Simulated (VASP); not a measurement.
# Ba7O8 (a cell with a defect) in VASP: a series of runs

Ba7O8 (a cell with a defect) is run at these levels: PBEsol; tasks: single point.

Program: VASP 6.6.1. These are calculated values, not measurements. Logs are shortened: lines on timing, memory, paths and dates and some standing lists are left out, and cuts for length are marked.

## Step 1: The cell of the first run

The cell holds a defect, 15 atoms: a = 7.493 Å, b = 7.493 Å, c = 7.535 Å, α = 75.61°, β = 60.19°, γ = 60.00°.

## Step 2: Single point, PBEsol (atoms taken out, then relaxed in part)

INCAR reads:

```
  ALGO = Normal
  EDIFF = 1E-6
  ENCUT = 520
  GGA = PS
  ISIF = 2
  ISMEAR = 0
  LASPH = True
  LCHARG = False
  LREAL = Auto
  LWAVE = False
  NBANDS = 72
  NELM = 60
  PREC = Accurate
  SIGMA = 0.05
```

KPOINTS reads:

```
k-points
0
Gamma
  4 4 4
```

POSCAR reads:

```
Ba7O8
1.0
    3.7464450816     -6.4890332290      0.0000000000
    7.4928901631      0.0000000000      0.0000000000
    1.8732225408     -3.2445166145      6.5381572886
Ba O
7 8
Direct
    0.5450818192      0.1598363615      0.2500000000
    0.0319365432      0.6650411980      0.2500000000
    0.5530222587      0.6650411980      0.2500000000
    0.9587364359      0.3325271281      0.7500000000
    0.4587364359      0.3325271281      0.7500000000
    0.9685437775      0.8393028201      0.7236096249
    0.4421534024      0.8393028201      0.7763903751
    0.7175743679     -0.0132203149      0.5155032048
    0.2801427422     -0.0132203149      0.5155032048
    0.7186378953      0.5318753036      0.5308489059
    0.2575421499      0.4944426658      0.4904730344
   -0.0169224273     -0.0132203149     -0.0155032048
    0.5456459470     -0.0132203149     -0.0155032048
   -0.0005131988      0.5318753036     -0.0308489059
    0.4980151843      0.4944426658      0.0095269656
```

Potentials or basis: VASP PAW PBE potentials, release 64 (Ba_sv, O).

Started as:

```bash
cat potpaw_PBE.64/Ba_sv/POTCAR potpaw_PBE.64/O/POTCAR > POTCAR
mpirun -np 1 vasp_std > vasp.out
```

OUTCAR:

```text
EDIFF = 1E-6
   ENCUT = 520
   GGA = PS
   ISIF = 2
   ISMEAR = 0
   LASPH = True
   LREAL = Auto
   NELM = 60
   PREC = Accurate

 ion  position               nearest neighbor table
   1  0.545  0.160  0.250-   9 2.64  13 2.64  12 2.64   8 2.64  11 2.68  15 2.68   2 3.68   3 3.68
                             2 3.82   3 3.82   5 3.93   4 3.93   4 3.93   5 3.93   7 4.02   6 4.02
   2  0.032  0.665  0.250-  10 2.71  14 2.71  12 2.72   8 2.72  11 2.74  15 2.74   3 3.59   1 3.68
                             1 3.82   6 3.83   7 3.83   3 3.90   4 3.92   5 3.92   6 4.04   7 4.04
   3  0.553  0.665  0.250-  10 2.71  14 2.71  13 2.72   9 2.72  15 2.74  11 2.74   2 3.59   1 3.68
                             1 3.82   7 3.83   6 3.83   2 3.90   4 3.92   5 3.92   6 4.04   7 4.04
   4  0.959  0.333  0.750-  10 2.69  14 2.69  12 2.73   9 2.73  15 2.74  11 2.74   6 3.71   7 3.71
                             5 3.75   5 3.75   7 3.79   6 3.79   2 3.92   3 3.92   1 3.93   1 3.93
   5  0.459  0.333  0.750-  14 2.69  10 2.69   8 2.73  13 2.73  11 2.74  15 2.74   7 3.71   6 3.71
                             4 3.75   4 3.75   6 3.79   7 3.79   2 3.92   3 3.92   1 3.93   1 3.93
   6  0.969  0.839  0.724-  13 2.55  12 2.55  14 2.56   8 2.69   9 2.69  11 2.71   4 3.71   5 3.71
                             7 3.76   7 3.76   5 3.79   4 3.79   3 3.83   2 3.83   1 4.02   2 4.04
   7  0.442  0.839  0.776-   9 2.55   8 2.55  10 2.56  12 2.69  13 2.69  15 2.71   5 3.71   4 3.71
                             6 3.76   6 3.76   4 3.79   5 3.79   3 3.83   2 3.83   1 4.02   2 4.04
   8  0.718  0.987  0.516-   7 2.55   1 2.64   6 2.69   2 2.72   5 2.73
   9  0.280  0.987  0.516-   7 2.55   1 2.64   6 2.69   3 2.72   4 2.73
  10  0.719  0.532  0.531-   7 2.56   4 2.69   5 2.69   2 2.71   3 2.71
  11  0.258  0.494  0.490-   1 2.68   6 2.71   5 2.74   4 2.74   3 2.74   2 2.74
  12  0.983  0.987  0.984-   6 2.55   1 2.64   7 2.69   2 2.72   4 2.73
  13  0.546  0.987  0.984-   6 2.55   1 2.64   7 2.69   3 2.72   5 2.73
  14  0.999  0.532  0.969-   6 2.56   5 2.69   4 2.69   2 2.71   3 2.71
  15  0.498  0.494  0.010-   1 2.68   7 2.71   4 2.74   5 2.74   3 2.74   2 2.74

  LATTYP: Found a face centered orthorhombic cell.
 ALAT       =     7.4928901631
 B/A-ratio  =     1.7320508076
 C/A-ratio  =     1.7451629868

  Lattice vectors:

 A1 = (   5.6196676223,   3.2445166145,   6.5381572886)
 A2 = (   1.8732225408,  -3.2445166145,   6.5381572886)
 A3 = (   7.4928901631,   0.0000000000,   0.0000000000)

Analysis of symmetry for initial positions (statically):
=====================================================================
 Subroutine PRICEL returns:
 Original cell was already a primitive cell.

 Routine SETGRP: Setting up the symmetry group for a
 face centered orthorhombic supercell.

 Subroutine GETGRP returns: Found  4 space group operations
 (whereof  1 operations were pure point group operations)
 out of a pool of  8 trial point group operations.

The static configuration has the point symmetry C_1 .
 The point group associated with its full space group is C_2v.

Analysis of symmetry for dynamics (positions and initial velocities):
=====================================================================
 Subroutine PRICEL returns:
 Original cell was already a primitive cell.

 Routine SETGRP: Setting up the symmetry group for a
 face centered orthorhombic supercell.

 Subroutine GETGRP returns: Found  4 space group operations
 (whereof  1 operations were pure point group operations)
 out of a pool of  8 trial point group operations.

The dynamic configuration has the point symmetry C_1 .
 The point group associated with its full space group is C_2v.

 Subroutine INISYM returns: Found  4 space group operations
 (whereof  1 operations are pure point group operations),
 and found     1 'primitive' translations

----------------------------------------------------------------------------------------

                                     Primitive cell

  volume of cell :     317.8958

  direct lattice vectors                    reciprocal lattice vectors
     3.746445082 -6.489033229  0.000000000     0.000000000 -0.154106161 -0.076474147
     7.492890163  0.000000000  0.000000000     0.133459850  0.077053081  0.000000000
     1.873222541 -3.244516615  6.538157289     0.000000000  0.000000000  0.152948294

  length of vectors
     7.492890163  7.492890163  7.535472877     0.172037798  0.154106161  0.152948294

  position of ions in fractional coordinates (direct lattice)
     0.545081819  0.159836361  0.250000000
     0.031936543  0.665041198  0.250000000
     0.553022259  0.665041198  0.250000000
[... 45 lines left out ...]

  Length of vectors
     0.043009450  0.038526540  0.038237073

  Shift w.r.t. Gamma in fractional coordinates (k-lattice)
     0.000000000  0.000000000  0.000000000

 Subroutine IBZKPT returns following result:
 ===========================================

 Found     18 irreducible k-points:

 Following reciprocal coordinates:
            Coordinates               Weight
  0.000000  0.000000  0.000000      1.000000
  0.250000  0.000000 -0.000000      8.000000
  0.500000  0.000000 -0.000000      4.000000
  0.000000  0.250000  0.000000      2.000000
  0.500000  0.250000  0.000000      4.000000
 -0.250000  0.250000 -0.000000      8.000000
[... 10 lines left out ...]
  0.000000  0.250000  0.500000      2.000000
  0.000000  0.500000  0.500000      1.000000
   k-points           NKPTS =     18   k-points in BZ     NKDIM =     18   number of bands    NBANDS=     72
   number of dos      NEDOS =    301   number of ions     NIONS =     15
   total plane-waves  NPLWV = 175616
   dimension x,y,z NGX =    56 NGY =   56 NGZ =   56
   dimension x,y,z NGXF=   112 NGYF=  112 NGZF=  112
   ions per type =               7   8
   NGX,Y,Z   is equivalent  to a cutoff of  12.42, 12.42, 12.35 a.u.
   NGXF,Y,Z  is equivalent  to a cutoff of  24.85, 24.85, 24.71 a.u.
 SYSTEM =  unknown system
   PREC   = accura    normal or accurate (medium, high low for compatibility)
   ISTART =      0    job   : 0-new  1-cont  2-samecut
   ICHARG =      2    charge: 1-file 2-atom 10-const
   ISPIN  =      1    spin polarized calculation?
   LNONCOLLINEAR =      F non collinear calculations
   LSORBIT =      F    spin-orbit coupling
   LASPH  =      T    aspherical Exc in radial PAW
   ENCUT  =  520.0 eV  38.22 Ry    6.18 a.u.  13.93 13.93 14.01*2*pi/ulx,y,z
   NELM   =     60;   NELMIN=  2; NELMDL= -5     # of ELM steps
   EDIFF  = 0.1E-05   stopping-criterion for ELM
   LREAL  =      T    real-space projection
   EDIFFG = 0.1E-04   stopping-criterion for IOM
   NSW    =      0    number of steps for IOM
[... 5 lines left out ...]
   TEBEG  =    0.0;   TEEND  =   0.0 temperature during run
   PSTRESS=    0.0 pullay stress
   NELECT =     118.0000    total number of electrons
   NUPDOWN=      -1.0000    fix difference up-down
   EMIN   =  10.00;   EMAX   =-10.00  energy-range for DOS
   EFERMI =   0.00;   METHOD = LEGACY
   ISMEAR =     0;   SIGMA  =   0.05  broadening in eV -4-tet -1-fermi 0-gaus
   EFERMI_NEDOS =   21; number of points for ismear=-14 and -15
   IALGO  =     38    algorithm
   IMIX   =      4    mixing-type and parameters
     AMIX     =   0.40;   BMIX     =  1.00
     AMIX_MAG =   1.60;   BMIX_MAG =  1.00
  volume/ion in A,a.u.               =      21.19       143.02
  Fermi-wavevector in a.u.,A,eV,Ry     =   1.176542  2.223341 18.833864  1.384250
  Thomas-Fermi vector in A             =   2.312904
   LORBIT       =      0    0 simple, 1 ext, 2 COOP (PROOUT), +10 PAW based schemes
   GGA     = PS    functional components
   LHFCALC =     F    Hartree Fock is set to
   AEXX    =    0.0000 exact exchange contribution
   IVDW    =     0    specifies the selected vdW correction
   LEPSILON=     F    determine dielectric tensor
   LRPA    =     F    only Hartree local field effects (RPA)
 non-spin polarized calculation
 Gauss-broadening in eV      SIGMA  =   0.05
  energy-cutoff  :      520.00
  volume of cell :      317.90
 maximum number of plane-waves:      8574
   NGX = 27   NGY = 27   NGZ = 27

 number of electron     117.9999995 magnetization

 Free energy of the ion-electron system (eV)
  ---------------------------------------------------
  ext. energy  EPLUGINS =         0.00000000
  ---------------------------------------------------
  free energy    TOTEN  =       -90.25631652 eV

  energy without entropy =      -90.23756944  energy(sigma->0) =      -90.24694298

 E-fermi :   1.0098     XC(G=0):  -9.5426

 val. band max:        0.9883057983   @ k =   0.0000   0.5000   0.0000
 cond. band min:       1.0289173048   @ k =   0.0000   0.2500   0.0000
 fundamental gap:      0.0406115065
 Fermi energy:         1.0098347691

 k-point     1 :       0.0000    0.0000    0.0000
  band No.  band energies     occupation
      1     -24.5203      2.00000
      2     -24.3358      2.00000
      3     -24.2731      2.00000
      4     -24.2264      2.00000
      5     -23.9443      2.00000
      6     -23.9157      2.00000
[... 1321 lines left out ...]
     70       6.8187      0.00000
     71       7.1468      0.00000
 [bands above 71 left out]

------------------------ aborting loop because EDIFF is reached ----------------------------------------

  FORCE on cell =-STRESS in cart. coord.  units (eV):
  Direction    XX          YY          ZZ          XY          YZ          ZX
  --------------------------------------------------------------------------------------
  -------------------------------------------------------------------------------------
  Total        3.5201406      3.7534547     -0.1680504     -0.2020559      0.0000000      0.0000000
  in kB       17.7413172     18.9172076     -0.8469646     -1.0183510      0.0000000      0.0000000
  external PRESSURE =      11.9371867 kB  Pullay stress =       0.0000000 kB

 VOLUME and BASIS-vectors are now :
 -----------------------------------------------------------------------------
  energy-cutoff  :      520.00
  volume of cell :      317.90
      direct lattice vectors                 reciprocal lattice vectors
     3.746445082 -6.489033229  0.000000000     0.000000000 -0.154106161 -0.076474147
     7.492890163  0.000000000  0.000000000     0.133459850  0.077053081  0.000000000
     1.873222541 -3.244516615  6.538157289     0.000000000  0.000000000  0.152948294

 POSITION                                       TOTAL-FORCE (eV/Angst)
 -----------------------------------------------------------------------------------
      3.70806     -4.34818      1.63454         0.023855      0.013772     -0.000000
      5.57103     -1.01837      1.63454         0.002046     -0.024171     -0.000000
      7.52325     -4.39971      1.63454        -0.019909      0.013857     -0.000000
      7.48836     -8.65466      4.90362        -0.012364     -0.007138     -0.000000
      5.61514     -5.41014      4.90362        -0.012364     -0.007138     -0.000000
     11.27288     -8.63268      4.73107         0.007675      0.004431     -0.165313
      9.39966     -5.38816      5.07616         0.007675      0.004431      0.165313
     11.04784     -6.32892      3.37044         0.085590     -0.052903     -0.064477
      9.40902     -3.49041      3.37044        -0.003020      0.100575     -0.064477
      7.67202     -6.38561      3.47077        -0.087186     -0.050337     -0.064729
      5.58844     -3.26255      3.20679         0.006309      0.003643      0.002264
     12.92106     -9.57344      6.43679         0.085590     -0.052903      0.064477
     11.28225     -6.73493      6.43679        -0.003020      0.100575      0.064477
      9.54524     -9.63013      6.33646        -0.087186     -0.050337      0.064729
      5.58844     -3.26255      0.06229         0.006309      0.003643     -0.002264
 -----------------------------------------------------------------------------------
    total drift:                               -0.001479     -0.000853      0.000001

  FREE ENERGIE OF THE ION-ELECTRON SYSTEM (eV)
  ---------------------------------------------------
  free  energy   TOTEN  =       -90.2563165232 eV

  energy  without entropy=      -90.2375694408  energy(sigma->0) =      -90.24694298
```

Wall time 13 min (1 thread of Intel Xeon Platinum 8559C (Emerald Rapids), shared host); peak memory 0.56 GiB.

What came out:

* Free energy: -90.2563 eV
* Pressure: 1.2 GPa
* Largest force: 0.166 eV/Å
* Band gap on the k mesh: zero (bands 59 and 60 overlap by 0.17 eV)

Forces in eV/Å, atoms in the order of the input:
```
Ba   0.024  0.014  0.000
Ba   0.002 -0.024  0.000
Ba  -0.020  0.014  0.000
Ba  -0.012 -0.007  0.000
Ba  -0.012 -0.007  0.000
Ba   0.008  0.004 -0.165
Ba   0.008  0.004  0.165
O    0.086 -0.053 -0.064
O   -0.003  0.101 -0.064
O   -0.087 -0.050 -0.065
O    0.006  0.004  0.002
O    0.086 -0.053  0.064
O   -0.003  0.101  0.064
O   -0.087 -0.050  0.065
O    0.006  0.004 -0.002
```

Caveat: the cell differs from its parent crystal (atoms taken out, then relaxed in part); the PAW data sets were made with another functional, which shifts forces and pressure a little; spin-orbit coupling is left out, which moves the levels of the heavy elements.

## Step 3: Single point, PBEsol (atoms taken out, then relaxed in part)

INCAR reads:

```
PREC = Accurate
ENCUT = 520
EDIFF = 1E-6
ISMEAR = 0
SIGMA = 0.05
LREAL = Auto
LASPH = T
NELM = 80
ALGO = Normal
ISIF = 2
LWAVE = F
LCHARG = T
GGA = PS
LELF = T
LVHAR = T
NBANDS = 72
```

KPOINTS reads:

```
Automatic mesh
0
Gamma
  4 4 4
```

POSCAR reads:

```
Ba7O8
1.0
    3.7464450816     -6.4890332290      0.0000000000
    7.4928901631      0.0000000000      0.0000000000
    1.8732225408     -3.2445166145      6.5381572886
Ba O
7 8
Direct
    0.2537754023      0.2424491955      0.2500000000
    0.0005700414      0.7488599172      0.2500000000
    0.5566401937      0.6367196126      0.2500000000
    0.9398953880      0.3305803176      0.7896289063
    0.4795242943      0.3305803176      0.7103710937
    0.9621761673      0.8256476654      0.7500000000
    0.4621761673      0.8256476654      0.7500000000
    0.7337311960     -0.0085786793      0.5411162873
    0.2734497363     -0.0461035970      0.4992041245
    0.7657912000      0.5005532987      0.5032873882
    0.2303681131      0.5005532987      0.5032873882
    0.0248474833     -0.0085786793     -0.0411162873
    0.5226538608     -0.0461035970      0.0007958755
    0.0190785883      0.5005532987     -0.0032873882
    0.4836555013      0.5005532987     -0.0032873882
```

Potentials or basis: VASP PAW PBE potentials, release 64 (Ba_sv, O).

Started as:

```bash
cat potpaw_PBE.64/Ba_sv/POTCAR potpaw_PBE.64/O/POTCAR > POTCAR
mpirun -np 1 vasp_std > vasp.out
```

Run time: 12 min. Hardware: 1 thread of Intel Xeon Platinum 8559C (Emerald Rapids), shared host; peak memory 0.56 GiB.

It converged, with:

```yaml
Free_energy: -89.4313 eV
Pressure: 1.9 GPa
Largest_force: 0.189 eV/Å
Band_gap_on_the_k_mesh: zero (bands 59 and 60 overlap by 0.07 eV)
```

Forces in eV/Å, atoms in the order of the input:
```
Ba   0.164  0.095  0.000
Ba  -0.135 -0.078  0.000
Ba  -0.063 -0.036  0.000
Ba   0.068  0.039 -0.066
Ba   0.068  0.039  0.066
Ba  -0.041 -0.024  0.000
Ba  -0.041 -0.024  0.000
O    0.054  0.031 -0.061
O   -0.006 -0.004  0.058
O   -0.017 -0.036 -0.074
O   -0.040  0.003 -0.074
O    0.054  0.031  0.061
O   -0.006 -0.004 -0.058
O   -0.017 -0.036  0.074
O   -0.040  0.003  0.074
```

Stress tensor (GPa, compression positive):
```
1.86 0.61 0.00
0.61 1.15 0.00
0.00 0.00 2.65
```

Levels at points of the mesh, in eV from the Fermi level:
| k point | band 57 | band 58 | band 59 | band 60 | band 61 | band 62 |
| --- | --- | --- | --- | --- | --- | --- |
| (0.00, 0.00, 0.00) | -0.16 | -0.03 | 0.01 | 0.19 | 3.31 | 3.80 |
| (0.50, 0.00, 0.00) | -0.14 | -0.10 | -0.03 | 0.03 | 4.01 | 4.32 |
| (0.00, 0.50, 0.00) | -0.19 | -0.13 | -0.10 | 0.12 | 3.66 | 4.46 |
| (0.00, 0.00, 0.50) | -0.26 | -0.14 | -0.04 | 0.11 | 3.88 | 3.90 |
| (0.00, 0.50, 0.50) | -0.24 | -0.21 | -0.15 | 0.06 | 4.00 | 4.19 |

Caveat: the cell differs from its parent crystal (atoms taken out, then relaxed in part); the PAW data sets were made with another functional, which shifts forces and pressure a little; spin-orbit coupling is left out, which moves the levels of the heavy elements.

The gap in the log of VASP goes by the Fermi energy; the results here count the filled bands.